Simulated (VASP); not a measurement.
# Si (P6_3/mmc) in VASP: further runs, part 2 of 2

VASP 6.6.1. The steps go on from the part before.

## (3) Relaxation of shape and atoms at fixed volume, PBE (18.60 Å³/atom)

INCAR reads:

```
SYSTEM = Si
  PREC = Accurate
  ENCUT = 600
  EDIFF = 1E-6
  ISMEAR = 0
  SIGMA = 0.02
  LREAL = .False.
  LASPH = .True.
  NELM = 80
  ALGO = Normal
  ISIF = 4
  LWAVE = .False.
  LCHARG = .False.
  GGA = PE
  IBRION = 2
  NSW = 50
  EDIFFG = -0.01
```

KPOINTS reads:

```
regular mesh
0
Gamma
  12 12 6
  0 0 0
```

POSCAR reads:

```
Si
1.0
    3.7300730803      0.0000000000      0.0000000000
   -1.8650365402      3.2303380455      0.0000000000
    0.0000000000      0.0000000000      6.1747161708
Si
4
Direct
    0.3333333333      0.6666666667      0.0631955164
    0.6666666667      0.3333333333      0.5631955164
    0.3333333333      0.6666666667      0.4368044836
    0.6666666667      0.3333333333      0.9368044836
```

Potentials or basis: VASP PAW PBE potentials, release 64 (Si).

On the command line:

```
$ cat potpaw_PBE.64/Si/POTCAR > POTCAR
$ mpirun -np 1 vasp_std > vasp.out
```

OUTCAR:

```text
SYSTEM = Si
   PREC = Accurate
   ENCUT = 600
   EDIFF = 1E-6
   ISMEAR = 0
   LREAL = .False.
   LASPH = .True.
   NELM = 80
   ISIF = 4
   GGA = PE
   IBRION = 2
   NSW = 50
   EDIFFG = -0.01

 ion  position               nearest neighbor table
   1  0.333  0.667  0.063-   4 2.29   4 2.29   4 2.29   3 2.31
   2  0.667  0.333  0.563-   3 2.29   3 2.29   3 2.29   4 2.31
   3  0.333  0.667  0.437-   2 2.29   2 2.29   2 2.29   1 2.31
   4  0.667  0.333  0.937-   1 2.29   1 2.29   1 2.29   2 2.31

  LATTYP: Found a hexagonal cell.
 ALAT       =     3.7300730803
 C/A-ratio  =     1.6553874516

  Lattice vectors:

 A1 = (   3.7300730803,   0.0000000000,   0.0000000000)
 A2 = (  -1.8650365402,   3.2303380455,   0.0000000000)
 A3 = (   0.0000000000,   0.0000000000,   6.1747161708)

Analysis of symmetry for initial positions (statically):
=====================================================================
 Subroutine PRICEL returns:
 Original cell was already a primitive cell.

 Routine SETGRP: Setting up the symmetry group for a
 hexagonal supercell.

 Subroutine GETGRP returns: Found 24 space group operations
 (whereof 12 operations were pure point group operations)
 out of a pool of 24 trial point group operations.

The static configuration has the point symmetry D_3d.
 The point group associated with its full space group is D_6h.

Analysis of symmetry for dynamics (positions and initial velocities):
=====================================================================
 Subroutine PRICEL returns:
 Original cell was already a primitive cell.

 Routine SETGRP: Setting up the symmetry group for a
 hexagonal supercell.

 Subroutine GETGRP returns: Found 24 space group operations
 (whereof 12 operations were pure point group operations)
 out of a pool of 24 trial point group operations.

The dynamic configuration has the point symmetry D_3d.
[... 145 lines left out ...]

 number of electron      15.9999999 magnetization

 Free energy of the ion-electron system (eV)
  ---------------------------------------------------
  ext. energy  EPLUGINS =         0.00000000
  ---------------------------------------------------
  free energy    TOTEN  =       -21.44215706 eV

  energy without entropy =      -21.44215706  energy(sigma->0) =      -21.44215706

------------------------ aborting loop because EDIFF is reached ----------------------------------------

  FORCE on cell =-STRESS in cart. coord.  units (eV):
  Direction    XX          YY          ZZ          XY          YZ          ZX
  --------------------------------------------------------------------------------------
  -------------------------------------------------------------------------------------
  Total        4.7170054      4.7170054      4.7171231     -0.0000000      0.0000000      0.0000000
  in kB      101.5768281    101.5768281    101.5793620     -0.0000000      0.0000000      0.0000000
  external PRESSURE =     101.5776727 kB  Pullay stress =       0.0000000 kB
[... 63 lines left out ...]
--------------------------------------- Ionic step        3  -------------------------------------------

 number of electron      16.0000000 magnetization

 Free energy of the ion-electron system (eV)
  ---------------------------------------------------
  ext. energy  EPLUGINS =         0.00000000
  ---------------------------------------------------
  free energy    TOTEN  =       -21.44217705 eV

  energy without entropy =      -21.44217705  energy(sigma->0) =      -21.44217705

 E-fermi :   7.0196     XC(G=0):  -9.6961

 val. band max:        6.9024133297   @ k =   0.0000   0.0000   0.0000
 cond. band min:       7.1344886844   @ k =   0.5000   0.0000   0.0000
 fundamental gap:      0.2320753547
 Fermi energy:         7.0196396259

 k-point     1 :       0.0000    0.0000    0.0000
  band No.  band energies     occupation
      1      -5.9005      2.00000
      2      -3.4173      2.00000
      3      -0.7691      2.00000
      4       5.2619      2.00000
      5       5.2619      2.00000
      6       6.4674      2.00000
      7       6.9024      2.00000
      8       6.9024      2.00000
      9       8.1488      0.00000
     10       8.8414      0.00000
     11       8.8414      0.00000
     12       9.2913      0.00000
[... 331 lines left out ...]
 k-point    24 :       0.3333    0.0000    0.1667
  band No.  band energies     occupation
      1      -4.4766      2.00000
      2      -2.4704      2.00000
      3      -0.3817      2.00000
      4       1.8410      2.00000
      5       2.0625      2.00000
      6       3.9700      2.00000
      7       4.8690      2.00000
      8       5.4412      2.00000
      9       7.5121      0.00000
     10       8.8944      0.00000
     11       9.4203      0.00000
     12      10.4188      0.00000

 [... further k-points ...]

------------------------ aborting loop because EDIFF is reached ----------------------------------------

  FORCE on cell =-STRESS in cart. coord.  units (eV):
  Direction    XX          YY          ZZ          XY          YZ          ZX
  --------------------------------------------------------------------------------------
  -------------------------------------------------------------------------------------
  Total        4.6963187      4.6963187      4.7500477     -0.0000000     -0.0000000      0.0000000
  in kB      101.1313563    101.1313563    102.2883659     -0.0000000     -0.0000000      0.0000000
  external PRESSURE =     101.5170262 kB  Pullay stress =       0.0000000 kB
[... 19 lines left out ...]
  FREE ENERGIE OF THE ION-ELECTRON SYSTEM (eV)
  ---------------------------------------------------
  free  energy   TOTEN  =       -21.4421770485 eV

  energy  without entropy=      -21.4421770485  energy(sigma->0) =      -21.44217705

 reached required accuracy - stopping structural energy minimisation
```

CONTCAR:

```text
Si
   1.00000000000000
     3.7300718879601695   -0.0000000000022195    0.0000000000000000
    -1.8650359440320070    3.2303370129035831   -0.0000000000000000
     0.0000000000000000    0.0000000000000000    6.1747201183724822
  Si
     4
Direct
     0.3333333332999970    0.6666666667000030    0.0632852096749223
     0.6666666667000030    0.3333333332999970    0.5632852096749222
     0.3333333332999970    0.6666666667000030    0.4367147903250777
     0.6666666667000030    0.3333333332999970    0.9367147903250778

  0.00000000E+00  0.00000000E+00  0.00000000E+00
  0.00000000E+00  0.00000000E+00  0.00000000E+00
  0.00000000E+00  0.00000000E+00  0.00000000E+00
  0.00000000E+00  0.00000000E+00  0.00000000E+00
```

Run time: 42 s. Hardware: 1 thread of Intel Xeon 6975P-C (Granite Rapids), shared host; peak memory 0.23 GiB.

What came out:

```
Free energy               : -21.4422 eV
Energy gained by relaxing : 0.0 meV/atom
Ionic steps               : 3
Pressure after relaxing   : 10.2 GPa
Band gap on the k mesh    : 0.23 eV (least direct gap 1.25 eV)
```

Stress tensor (GPa, compression positive):
```
10.11  0.00  0.00
 0.00 10.11  0.00
 0.00  0.00 10.23
```

Final structure:
```
Si
1.0
     3.73007    0.00000    0.00000
    -1.86504    3.23034    0.00000
     0.00000    0.00000    6.17472
Si
4
Direct
  0.33333 0.66667 0.06329
  0.66667 0.33333 0.56329
  0.33333 0.66667 0.43671
  0.66667 0.33333 0.93671
```

Caveat: semilocal functionals underestimate gaps, and a narrow one can read as zero. A k mesh can miss the band edges.
